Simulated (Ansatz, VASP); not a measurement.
**SnSe2 in VASP and in Ansatz**

The input INCAR:

```
PREC = Accurate ; ENCUT = 520
EDIFF = 1E-7 ; ISMEAR = 0
SIGMA = 0.05 ; LREAL = F
LASPH = T ; NELM = 80
ALGO = Normal ; ISIF = 2
LWAVE = F ; LCHARG = T
GGA = PE ; LELF = T
LVHAR = T ; NBANDS = 20
```

Contents of KPOINTS:

```
regular mesh
0
Gamma
  12 12 6
```

Contents of POSCAR:

```
SnSe2
1.0
    3.8109987816      0.0000000000      0.0000000000
   -1.9054993908      3.4241875746      0.0000000000
    0.0000000000      0.0000000000      6.1370000000
Sn Se
1 2
Direct
    0.0000000000      0.0000000000      0.0000000000
    0.3333333333      0.6666666667      0.2500000000
    0.6666666667      0.3333333333      0.7500000000
```

Input for Ansatz:

```yaml
crystal:
  lattice:
    - [3.8109987816, 0.0, 0.0]
    - [-1.9054993908, 3.4241875746, 0.0]
    - [0.0, 0.0, 6.137]
  atoms:
    - { symbol: Sn, position: [0.0, 0.0, 0.0] }
    - { symbol: Se, position: [0.3333333333, 0.6666666667, 0.25] }
    - { symbol: Se, position: [0.6666666667, 0.3333333333, 0.75] }
basis:
  ecutwfc: 420
kpoints:
  mp_grid: { grid: [12, 12, 6] }
hamiltonian:
  xc: pbe
scf:
  occupations: { method: gaussian, width: 0.05 }
output:
  forces: true
  stress: true
  eigenvalues: true
```

Change from the starting cell: strain +0.0375 x Voigt [0, 1, 0, 0, 0, 0], atoms carried along.

Alike in both runs: task single point; functional PBE; k mesh 12 × 12 × 6; occupations gaussian, width 0.05 eV; no spin polarisation.

|  | VASP | Ansatz |
| --- | --- | --- |
| version | VASP 6.6.1 | Ansatz 0.2.0 |
| potentials or method | VASP PAW PBE potentials, release 64 (Sn_d, Se), cutoff 520 eV | scalar-relativistic, plane waves, PAW |
| valence electrons in the cell | 26 | 46 |

Ansatz gave:

```
gap on the k mesh at the Fermi level (eV)                     : 0.52
least direct gap on the mesh (eV)                             : 0.75
pressure (GPa)                                                : 2.5
traceless stress, the component that is largest in VASP (GPa) : -2.10
rms of the force components (eV/Å)                            : 0.221
```

Estimate VASP's values.

gap on the k mesh at the Fermi level (eV): 0.51; least direct gap on the mesh (eV): 0.74; pressure (GPa): 2.6; traceless stress, the component that is largest in VASP (GPa): -2.10; rms of the force components (eV/Å): 0.228.

Atom by atom the forces differ by 0.006 eV/Å (rms over components). With one functional, cell and mesh, what is left measures potentials, basis and numerics. VASP's potentials hold 26 valence electrons a cell and Ansatz's 46, so a difference there can come from the potentials and not from the codes.
